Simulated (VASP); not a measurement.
Runs of VASP 6.6.1 on Si3Sn. The structure is that of space group Pm-3n (No. 223), or close to it. The cells are those of the table. The cell was built from a structure type or drawn by symmetry, and may not be a known phase.

```tsv
task	cell	k mesh	cutoff (eV)	gap on the mesh (eV)	pressure (GPa)	relaxed volume (Å³/atom)
relaxation of cell and atoms	relaxed from a = 5.308 Å, 8 atoms	8 × 8 × 8	600	none	-0.1	(a)
single point	a = 5.160 Å, 8 atoms	4 × 4 × 4	520	none	7.2	-
single point	a = 5.320 Å, 8 atoms	8 × 8 × 8	520	none	0.0	-
relaxation of cell and atoms	relaxed from a = 5.160 Å, 8 atoms	4 × 4 × 4	600	none	0.0	18.68
single point	a = 5.308 Å, 8 atoms	4 × 4 × 4	520	none	0.0	-
```

Alike in all rows: level PBE; potentials or basis VASP PAW PBE potentials, release 64 (Si, Sn_d); no spin polarisation; smearing gaussian 0.1 eV.

Q: Fill in the values left out.

A: (a) 18.83.

Caveats: spin-orbit coupling is left out, which moves the levels of the heavy elements; the cell stands under pressure (at least some runs).

A k mesh can miss the band edges, and the runs leave out spin-orbit coupling on Sn.

A gap of «none» marks levels without a gap at the run's occupations.
